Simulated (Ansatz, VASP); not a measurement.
**HfO2: VASP beside Ansatz**

Contents of INCAR:

```
  ALGO = Normal
  EDIFF = 1E-6
  ENCUT = 520
  GGA = PS
  ISIF = 2
  ISMEAR = 0
  LASPH = True
  LCHARG = True
  LELF = True
  LREAL = False
  LVHAR = True
  LWAVE = False
  NBANDS = 31
  NELM = 60
  PREC = Accurate
  SIGMA = 0.05
```

File KPOINTS:

```
k-points
0
Gamma
  6 6 6
```

File POSCAR:

```
HfO2
1.0
    0.0000000000     -2.5220673945     -2.5220673945
    0.0000000000      2.5220673945     -2.5220673945
    5.0441347890      0.0000000000      0.0000000000
Hf O
2 4
Direct
    0.0143929540     -0.0143929540      0.0000000000
    0.4856070460      0.5143929540      0.5000000000
   -0.0005725678      0.4994274322      0.6859255822
    0.5005725678      0.0005725678      0.3140744178
   -0.0005725678      0.4994274322      0.1859255822
    0.5005725678      0.0005725678      0.8140744178
```

Input for Ansatz:

```yaml
crystal:
  lattice:
    - [0.0, -2.5220673945, -2.5220673945]
    - [0.0, 2.5220673945, -2.5220673945]
    - [5.044134789, 0.0, 0.0]
  atoms:
    - { symbol: Hf, position: [0.014392954, -0.014392954, 0.0] }
    - { symbol: Hf, position: [0.485607046, 0.514392954, 0.5] }
    - { symbol: O, position: [-0.0005725678, 0.4994274322, 0.6859255822] }
    - { symbol: O, position: [0.5005725678, 0.0005725678, 0.3140744178] }
    - { symbol: O, position: [-0.0005725678, 0.4994274322, 0.1859255822] }
    - { symbol: O, position: [0.5005725678, 0.0005725678, 0.8140744178] }
basis:
  ecutwfc: 520.0
kpoints:
  mp_grid: { grid: [6, 6, 6] }
hamiltonian:
  xc: pbesol
  pseudopotentials: { kind: paw, azcp: { folder: soft_1 } }
scf:
  occupations: { method: gaussian, width: 0.05 }
output:
  forces: true
  stress: true
  eigenvalues: true
  write_density: true
  write_potential: true
  elf: true
  volumetric_format: npy
```

Change from the starting cell: mode 1 frozen in at -0.323 Å and mode 5 at -0.073 Å (largest displacements).

Alike in both runs: task single point; functional PBEsol; k mesh 6 × 6 × 6; occupations gaussian, width 0.05 eV; no spin polarisation.

```csv
,VASP,Ansatz
version,VASP 6.6.1,Ansatz 0.2.0
potentials or method,"VASP PAW PBE potentials, release 64 (Hf_pv, O), cutoff 520 eV","scalar-relativistic, plane waves, PAW"
valence electrons in the cell,44,76
```

```csv
,VASP,Ansatz,Ansatz less VASP
gap on the k mesh at the Fermi level (eV),4.38,4.42,+0.034
least direct gap on the mesh (eV),4.48,4.51,+0.028
pressure (GPa),7.8,11.1,+3.30
"traceless stress, the component that is largest in VASP (GPa)",6.64,6.43,-0.207
rms of the force components (eV/Å),0.575,0.578,+0.0035
```

VASP's potentials were made for PBE, not for PBEsol, and Ansatz warns of the same on its side. Atom by atom the forces differ by 0.015 eV/Å (rms over components). VASP's potentials hold 44 valence electrons a cell and Ansatz's 76, so a difference there can come from the potentials and not from the codes.

Spin-orbit coupling is off throughout.
